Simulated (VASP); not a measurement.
**Pd: single point with r2SCAN**

Crystal: Pd.

```
CELL_PARAMETERS angstrom
-1.59297 1.59297 1.59297
1.59297 -1.59297 1.59297
1.59297 1.59297 -1.59297
ATOMIC_POSITIONS crystal
Pd 0.00000 0.00000 0.00000
```

- Program: VASP 6.6.1
- Task: single point
- Functional: r2SCAN
- Potentials or basis: VASP PAW PBE potentials, release 64 (Pd_sv_GW)
- Cutoff: 590 eV
- k mesh: 12 × 12 × 12
- Occupations: fermi-dirac, width 0.05 eV
- Spin: no spin polarisation

```
Pressure               : -12.0 GPa
Band gap on the k mesh : zero (band 9 reaches 7.47 eV, above the bottom of band 10 at 5.94 eV)
```

Levels at points of the mesh, in eV from the Fermi level:
```tsv
k point	band 7	band 8	band 9	band 10	band 11	band 12
(0.00, 0.00, 0.00)	-2.65	-2.65	-0.91	-0.91	19.83	19.83
(0.50, 0.00, 0.00)	-0.97	-0.72	0.52	1.89	7.62	15.57
(0.50, 0.50, 0.50)	0.18	0.18	0.18	9.46	9.46	9.46
```

Run time: 31 s on 1 thread of Intel(R) Xeon(R) 6975P-C (Granite Rapids) (shared host), peak memory 0.16 GiB.

Caveat: the PAW data sets were made with another functional, which shifts forces and pressure a little.
